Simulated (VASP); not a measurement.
# Ba2ZnP2 (Immm) in VASP: further runs

The runs below take Ba2ZnP2 through single point, relaxation of cell and atoms, with PBE.

Program: VASP 6.6.1. These are calculated values, not measurements. Logs are shortened: lines on timing, memory, paths and dates and some standing lists are left out, and cuts for length are marked.

## 1. The cell of the first run

Symmetry: Immm, No. 71, orthorhombic system. The conventional cell has a = 4.924 Å, b = 6.584 Å, c = 8.874 Å, α = 90.00°, β = 90.00°, γ = 90.00°. Ba (site symmetry mm2) has 6 P at 3.31 to 3.34 Å and 4 Zn at 3.54 to 3.80 Å and 5 Ba at 3.79 to 4.16 Å within 4.3 Å. Zn (site symmetry mmm) has 4 P at 3.28 Å and 8 Ba at 3.54 to 3.80 Å within 4.3 Å. Within 3.0 Å of P (site symmetry m2m) lie 1 P at 2.25 Å.

## 2. Single point, PBE

File INCAR:

```
PREC = Accurate ; ENCUT = 520
EDIFF = 1E-7 ; ISMEAR = 0
SIGMA = 0.2 ; LREAL = F
LASPH = T ; NELM = 100
ALGO = Normal ; ISIF = 2
LWAVE = F ; LCHARG = F
GGA = PE ; NBANDS = 29
```

File KPOINTS:

```
Automatic mesh
0
Gamma
  4 4 4
```

File POSCAR:

```
Ba2ZnP2
1.0
   -2.4621535396      3.2918583723      4.4369247759
    2.4621535396     -3.2918583723      4.4369247759
    2.4621535396      3.2918583723     -4.4369247759
Ba Zn P
2 1 2
Direct
    0.2863111771      0.7863111771      0.5000000000
    0.7136888229      0.2136888229      0.5000000000
    0.0000000000      0.0000000000      0.0000000000
    0.6712524341      0.5000000000      0.1712524341
    0.3287475659      0.5000000000      0.8287475659
```

Potentials or basis: VASP PAW PBE potentials, release 64 (Ba_sv, Zn, P).

On the command line:

```bash
$ cat potpaw_PBE.64/Ba_sv/POTCAR potpaw_PBE.64/Zn/POTCAR potpaw_PBE.64/P/POTCAR > POTCAR
$ mpirun -np 1 vasp_std > vasp.out
```

OUTCAR:

```text
PREC = Accurate
   ENCUT = 520
   EDIFF = 1E-7
   ISMEAR = 0
   LREAL = F
   LASPH = T
   NELM = 100
   ISIF = 2
   GGA = PE

 ion  position               nearest neighbor table
   1  0.286  0.786  0.500-   5 3.31   4 3.31   4 3.31   5 3.31   4 3.34   5 3.34   3 3.54   3 3.54
                             2 3.79   3 3.80   3 3.80   2 4.16   2 4.16   2 4.16   2 4.16
   2  0.714  0.214  0.500-   4 3.31   5 3.31   4 3.31   5 3.31   5 3.34   4 3.34   3 3.54   3 3.54
                             1 3.79   3 3.80   3 3.80   1 4.16   1 4.16   1 4.16   1 4.16
   3  0.000  0.000  0.000-   2 3.54   1 3.54   1 3.54   2 3.54   2 3.80   1 3.80   1 3.80   2 3.80

   4  0.671  0.500  0.171-   5 2.25   2 3.31   1 3.31   2 3.31   1 3.31   1 3.34   2 3.34
   5  0.329  0.500  0.829-   4 2.25   1 3.31   2 3.31   1 3.31   2 3.31   2 3.34   1 3.34

  LATTYP: Found a body centered orthorhombic cell.
 ALAT       =     4.9243070792
 B/A-ratio  =     1.3369833844
 C/A-ratio  =     1.8020504020

  Lattice vectors:

 A1 = (  -2.4621535396,   3.2918583723,   4.4369247759)
 A2 = (   2.4621535396,  -3.2918583723,   4.4369247759)
 A3 = (   2.4621535396,   3.2918583723,  -4.4369247759)

Analysis of symmetry for initial positions (statically):
=====================================================================
 Subroutine PRICEL returns:
 Original cell was already a primitive cell.

 Routine SETGRP: Setting up the symmetry group for a
 body centered orthorhombic supercell.

 Subroutine GETGRP returns: Found  8 space group operations
 (whereof  8 operations were pure point group operations)
 out of a pool of  8 trial point group operations.

The static configuration has the point symmetry D_2h.

Analysis of symmetry for dynamics (positions and initial velocities):
=====================================================================
 Subroutine PRICEL returns:
 Original cell was already a primitive cell.

 Routine SETGRP: Setting up the symmetry group for a
 body centered orthorhombic supercell.

 Subroutine GETGRP returns: Found  8 space group operations
 (whereof  8 operations were pure point group operations)
 out of a pool of  8 trial point group operations.

The dynamic configuration has the point symmetry D_2h.

 Subroutine INISYM returns: Found  8 space group operations
 (whereof  8 operations are pure point group operations),
 and found     1 'primitive' translations

[... 94 lines left out ...]
   LREAL  =      F    real-space projection
   EDIFFG = 0.1E-05   stopping-criterion for IOM
   NSW    =      0    number of steps for IOM
   IBRION =     -1    ionic relax: 0-MD 1-quasi-New 2-CG
   NFREE  =      0    steps in history (QN), initial steepest desc. (CG)
   ISIF   =      2    stress and relaxation
   ISYM   =      2    0-nonsym 1-usesym 2-fastsym
   POTIM  = 0.5000    time-step for ionic-motion
   TEBEG  =    0.0;   TEEND  =   0.0 temperature during run
   PSTRESS=    0.0 pullay stress
   NELECT =      42.0000    total number of electrons
   NUPDOWN=      -1.0000    fix difference up-down
   EMIN   =  10.00;   EMAX   =-10.00  energy-range for DOS
   EFERMI =   0.00;   METHOD = LEGACY
   ISMEAR =     0;   SIGMA  =   0.20  broadening in eV -4-tet -1-fermi 0-gaus
   EFERMI_NEDOS =   21; number of points for ismear=-14 and -15
   IALGO  =     38    algorithm
   IMIX   =      4    mixing-type and parameters
     AMIX     =   0.40;   BMIX     =  1.00
     AMIX_MAG =   1.60;   BMIX_MAG =  1.00
  volume/ion in A,a.u.               =      28.77       194.14
  Fermi-wavevector in a.u.,A,eV,Ry     =   1.086072  2.052378 16.048775  1.179552
  Thomas-Fermi vector in A             =   2.222200
   LORBIT       =      0    0 simple, 1 ext, 2 COOP (PROOUT), +10 PAW based schemes
   GGA     = PE    functional components
   LHFCALC =     F    Hartree Fock is set to
   AEXX    =    0.0000 exact exchange contribution
   IVDW    =     0    specifies the selected vdW correction
   LEPSILON=     F    determine dielectric tensor
   LRPA    =     F    only Hartree local field effects (RPA)
 non-spin polarized calculation
 Gauss-broadening in eV      SIGMA  =   0.20
  energy-cutoff  :      520.00
  volume of cell :      143.85
 maximum number of plane-waves:      3886
 NGX is ok and might be reduce to    48
   NGX = 23   NGY = 23   NGZ = 23

 number of electron      42.0000013 magnetization

 Free energy of the ion-electron system (eV)
  ---------------------------------------------------
  ext. energy  EPLUGINS =         0.00000000
  ---------------------------------------------------
  free energy    TOTEN  =       -18.96904230 eV

  energy without entropy =      -18.95024705  energy(sigma->0) =      -18.95964467

 E-fermi :   3.4560     XC(G=0):  -9.1841

 val. band max:        3.4047763984   @ k =   0.5000   0.5000   0.0000
 cond. band min:       3.4949615009   @ k =   0.0000   0.5000   0.0000
 fundamental gap:      0.0901851026
 Fermi energy:         3.4560054445

 k-point     1 :       0.0000    0.0000    0.0000
  band No.  band energies     occupation
      1     -24.4867      2.00000
      2     -24.3636      2.00000
      3     -10.0786      2.00000
      4      -9.9598      2.00000
      5      -9.7579      2.00000
      6      -9.5933      2.00000
[... 565 lines left out ...]
     28       6.5106      0.00000
     29       6.6895      0.00000

------------------------ aborting loop because EDIFF is reached ----------------------------------------

  FORCE on cell =-STRESS in cart. coord.  units (eV):
  Direction    XX          YY          ZZ          XY          YZ          ZX
  --------------------------------------------------------------------------------------
  -------------------------------------------------------------------------------------
  Total        1.0917293      0.6693819      0.1372565      0.0000000      0.0000000      0.0000000
  in kB       12.1598218      7.4556625      1.5287807      0.0000000      0.0000000      0.0000000
  external PRESSURE =       7.0480884 kB  Pullay stress =       0.0000000 kB

 VOLUME and BASIS-vectors are now :
 -----------------------------------------------------------------------------
  energy-cutoff  :      520.00
  volume of cell :      143.85
      direct lattice vectors                 reciprocal lattice vectors
    -2.462153540  3.291858372  4.436924776     0.000000000  0.151889888  0.112690664
     2.462153540 -3.291858372  4.436924776     0.203074257  0.000000000  0.112690664
     2.462153540  3.291858372 -4.436924776     0.203074257  0.151889888  0.000000000

 POSITION                                       TOTAL-FORCE (eV/Angst)
 -----------------------------------------------------------------------------------
      2.46215      0.00000      2.54068        -0.000000     -0.000000     -0.115938
      0.00000      3.29186      1.89624         0.000000     -0.000000      0.115938
      0.00000      0.00000      0.00000         0.000000     -0.000000     -0.000000
     -0.00000      1.12748      4.43692         0.000000     -0.057012      0.000000
      2.46215      2.16438      0.00000        -0.000000      0.057012      0.000000
 -----------------------------------------------------------------------------------
    total drift:                                0.000000      0.000000     -0.000000

  FREE ENERGIE OF THE ION-ELECTRON SYSTEM (eV)
  ---------------------------------------------------
  free  energy   TOTEN  =       -18.9690422976 eV

  energy  without entropy=      -18.9502470482  energy(sigma->0) =      -18.95964467
```

stdout:

```text
POSCAR found type information on POSCAR BaZnP
 POSCAR found :  3 types and       5 ions
 scaLAPACK will be used
 LDA part: xc-table for (Slater+PW92), standard interpolation
 POSCAR, INCAR and KPOINTS ok, starting setup
 FFT: planning ... GRIDC
 FFT: planning ... GRID_SOFT
 FFT: planning ... GRID
 WAVECAR not read
 entering main loop
```

Run time: 86 s. Hardware: 1 thread of AMD EPYC 9R14 (Zen 4), shared host; peak memory 0.33 GiB.

What came out:

| Quantity | Value |
| --- | --- |
| Free energy | -18.9690 eV |
| Pressure | 0.7 GPa |
| Largest force | 0.116 eV/Å |
| Band gap on the k mesh | zero (band 21 reaches 3.76 eV, above the bottom of band 22 at 3.36 eV) |

Forces on the atoms (eV/Å):
```
Ba   0.000  0.000 -0.116
Ba   0.000  0.000  0.116
Zn   0.000  0.000  0.000
P    0.000 -0.057  0.000
P    0.000  0.057  0.000
```

Levels at points of the mesh, in eV from the Fermi level:
```csv
k point,band 17,band 18,band 19,band 20,band 21,band 22,band 23,band 24,band 25,band 26
"(0.00, 0.00, 0.00)",-3.15,-2.87,-1.26,-1.08,-0.15,0.64,0.76,1.38,2.95,3.87
"(0.50, 0.00, 0.00)",-3.12,-2.58,-2.44,-1.28,-0.92,0.57,1.52,1.98,2.49,2.52
"(0.00, 0.50, 0.00)",-3.60,-2.37,-1.74,-1.49,-0.96,0.04,2.48,2.91,3.09,3.62
"(0.50, 0.50, 0.00)",-2.99,-2.76,-2.35,-1.24,-0.05,0.78,0.85,1.53,2.93,3.11
"(0.50, 0.50, 0.50)",-3.61,-2.43,-1.63,-0.86,-0.17,1.28,1.54,1.67,1.68,2.03
```

Caveat: the k points lie up to 0.40 Å⁻¹ apart; spin-orbit coupling is left out, which moves the levels of the heavy elements.

## 3. Relaxation of cell and atoms, PBE

This run uses another cell than the first one, of 25.76 Å³/atom, 0.895 times its volume.

File INCAR:

```
ALGO = Normal ; EDIFF = 1E-6
EDIFFG = -0.08 ; ENCUT = 600
GGA = PE ; IBRION = 2
ISIF = 3 ; ISMEAR = 0
LASPH = T ; LCHARG = F
LREAL = F ; LWAVE = F
NELM = 80 ; NSW = 36
PREC = Accurate ; SIGMA = 0.2
```

File KPOINTS:

```
k-points
0
Gamma
  4 4 4
```

File POSCAR:

```
Ba2ZnP2
1.0
   -2.3165649400      3.0079497000      4.6206001700
    2.3165649400     -3.0079497000      4.6206001700
    2.3165649400      3.0079497000     -4.6206001700
Ba Zn P
2 1 2
Direct
    0.2941211900      0.7941211900      0.5000000000
    0.7058788100      0.2058788100      0.5000000000
    0.0000000000      0.0000000000      0.0000000000
    0.7152198000      0.5000000000      0.2152198000
    0.2847802000      0.5000000000      0.7847802000
```

Potentials or basis: VASP PAW PBE potentials, release 64 (Ba_sv, Zn, P).

On the command line:

```bash
$ cat potpaw_PBE.64/Ba_sv/POTCAR potpaw_PBE.64/Zn/POTCAR potpaw_PBE.64/P/POTCAR > POTCAR
$ mpirun -np 1 vasp_std > vasp.out
```

Run time: 11 min. Hardware: 1 thread of AMD EPYC 9R14 (Zen 4), shared host; peak memory 0.36 GiB.

The run converged. Its results:

| Property | Result |
| --- | --- |
| Free energy | -18.9941 eV |
| Relaxed volume | 29.55 Å³/atom |
| Relaxed cell | a = 6.050 Å, b = 6.050 Å, c = 6.050 Å, α = 130.69°, β = 112.42°, γ = 88.09° |
| Space group after relaxing (to 0.05 Å) | Immm (No. 71) |
| Energy gained by relaxing | 93.3 meV/atom |
| Ionic steps | 18 |
| Pressure after relaxing | -0.1 GPa |
| Largest force after relaxing | 0.010 eV/Å |
| Band gap on the k mesh | zero (band 21 reaches 3.64 eV, above the bottom of band 22 at 3.25 eV) |

Forces in eV/Å, atoms in the order of the input:
```
Ba   0.000  0.000  0.010
Ba   0.000  0.000 -0.010
Zn   0.000  0.000  0.000
P    0.000  0.001  0.000
P    0.000 -0.001  0.000
```

Stress tensor (GPa, compression positive):
```
-0.13  0.00  0.00
 0.00  0.02  0.00
 0.00  0.00 -0.08
```

The path:
```tsv
step	energy change (eV)	largest force (eV/Å)	pressure (GPa)	volume (Å³)
1	0.0000	0.5075	2.87	128.79
2	-0.1119	0.4565	-0.24	137.56
3	-0.1125	0.4556	-0.43	138.27
4	-0.1352	0.3904	-0.18	137.83
5	-0.1695	0.2185	0.91	136.49
6	-0.1850	0.1976	0.92	137.25
7	-0.2175	0.2419	0.97	139.51
8	-0.2520	0.2071	0.47	141.95
9	-0.3073	0.1942	-0.84	149.32
10	-0.3542	0.1775	-0.82	149.55
11	-0.4091	0.2455	-0.82	149.74
12	-0.3474	0.6403	-0.79	149.19
13	-0.4156	0.2856	-0.82	149.73
14	-0.4372	0.2719	0.02	146.68
15	-0.4394	0.2637	0.43	145.34
16	-0.4516	0.1844	0.36	145.64
17	-0.4652	0.0811	0.21	146.42
18	-0.4664	0.0098	-0.06	147.74
```

Final structure:
```
CELL_PARAMETERS angstrom
-2.52407 3.36493 4.34874
2.52407 -3.36493 4.34874
2.52407 3.36493 -4.34874
ATOMIC_POSITIONS crystal
Ba 0.28089 0.78089 0.50000
Ba 0.71911 0.21911 0.50000
Zn 0.00000 0.00000 0.00000
P 0.66639 0.50000 0.16639
P 0.33361 0.50000 0.83361
```

Levels at points of the mesh, in eV from the Fermi level:
| k point | band 18 | band 19 | band 20 | band 21 | band 22 | band 23 | band 24 | band 25 |
| --- | --- | --- | --- | --- | --- | --- | --- | --- |
| (0.00, 0.00, 0.00) | -2.91 | -1.54 | -1.15 | -0.19 | 0.70 | 0.83 | 1.13 | 2.61 |
| (0.50, 0.00, 0.00) | -2.68 | -2.48 | -1.27 | -0.91 | 0.49 | 1.47 | 1.87 | 2.53 |
| (0.00, 0.50, 0.00) | -2.43 | -1.73 | -1.68 | -0.92 | 0.09 | 2.28 | 2.65 | 2.83 |
| (0.50, 0.50, 0.00) | -2.90 | -2.41 | -1.21 | -0.10 | 0.60 | 0.89 | 1.39 | 2.97 |
| (0.50, 0.50, 0.50) | -2.50 | -1.89 | -0.77 | -0.18 | 1.06 | 1.50 | 1.56 | 1.71 |

Caveat: the k points lie up to 0.39 Å⁻¹ apart in the final cell; spin-orbit coupling is left out, which moves the levels of the heavy elements; the relaxation stopped at a loose force limit of 0.08 eV/Å, so its end isn't a converged minimum.
